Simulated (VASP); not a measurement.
Write the native input for VASP 6.6.1 that does the following.

```
Task                   : single point
Functional             : PBE
Potentials or basis    : VASP PAW PBE potentials, release 64 (Y_sv, Fe)
Cutoff                 : 520 eV
k mesh                 : 6 × 6 × 6
Occupations            : gaussian, width 0.1 eV
Spin                   : collinear spin
Starting moments       : [-0.21, -0.21, 3.32] μB
Dipole correction      : no
Further INCAR settings : ALGO = Normal; EDIFF = 1e-06; NBANDS = 26
```

The structure of Y2Fe lies in POSCAR:

```
Y2Fe
1.0
    5.1038304310      0.0000000000      0.0000000000
   -2.5519152155      4.4200468099      0.0000000000
    0.0000000000      0.0000000000      3.0857122761
Y Fe
2 1
Direct
    0.3333333333      0.6666666667      0.5000000000
    0.6666666667      0.3333333333      0.5000000000
    0.0000000000      0.0000000000      0.0000000000
```

One way to write it, as run:

INCAR

```
SYSTEM = Y2Fe
PREC = Accurate
ENCUT = 520
EDIFF = 1E-6
ISMEAR = 0
SIGMA = 0.1
LREAL = .FALSE.
LASPH = .TRUE.
NELM = 150
ALGO = Normal
ISIF = 2
LWAVE = .FALSE.
LCHARG = .FALSE.
ISPIN = 2
MAGMOM = -0.21 -0.21 3.32
LORBIT = 11
LMAXMIX = 4
GGA = PE
NBANDS = 26
```

KPOINTS

```
regular mesh
0
G
  6 6 6
  0 0 0
```

Potentials or basis: VASP PAW PBE potentials, release 64 (Y_sv, Fe).

Run with:

```console
$ cat potpaw_PBE.64/Y_sv/POTCAR potpaw_PBE.64/Fe/POTCAR > POTCAR
$ mpirun -np 1 vasp_std > vasp.out
```

It gave:

```
Pressure                                              : -0.1 GPa
Net moment                                            : 2.08 μB per cell
Site moments                                          : Y -0.30; Fe +2.84 μB
Valence electrons inside the program's atomic spheres : Y 9.74; Fe 6.69
```

Run time: 4.7 min on 1 thread of Intel Xeon 8259CL, on a shared host, peak memory 0.28 GiB.
